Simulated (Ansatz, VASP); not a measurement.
Ni in VASP and in Ansatz

```
Ni
1.0
     1.74285   -4.08102    0.00000
     1.74285    4.08102    0.00000
     0.00000    0.00000    3.36568
Ni
4
Direct
  0.14187 0.85813 0.99964
  0.64187 0.35813 0.50036
  0.85813 0.14187 0.00036
  0.35813 0.64187 0.49964
```

Alike in both runs: functional PBE; k mesh 6 × 6 × 4; occupations gaussian, width 0.1 eV; collinear spin.

Ansatz relaxed the structure, and its values are those at the end. VASP's run is a single point on that final structure, the one shown.

|  | VASP | Ansatz |
| --- | --- | --- |
| version | VASP 6.6.1 | Ansatz 0.2.0 |
| potentials or method | VASP PAW PBE potentials, release 64 (Ni), cutoff 520 eV | scalar-relativistic, plane waves, PAW |
| valence electrons in the cell | 40 | 72 |

|  | VASP | Ansatz | Ansatz less VASP |
| --- | --- | --- | --- |
| gap on the k mesh at the Fermi level (eV) | none | none | - |
| pressure (GPa) | 0.0 | 0.2 | +0.12 |
| rms of the force components (eV/Å) | 0.010 | 0.009 | -0.0003 |
| net moment per atom (μB) | 0.69 | 0.71 | +0.021 |
| size of the moment on the site where the two differ most (μB) | 0.70 | 0.75 | +0.048 |

Site moments also hang on the region over which each program counts them. A gap of «none» marks a metal or a gap that the smearing closes. VASP's potentials hold 40 valence electrons a cell and Ansatz's 72, so a difference there can come from the potentials and not from the codes.

The k mesh is coarse, so the values compare programs but aren't converged.
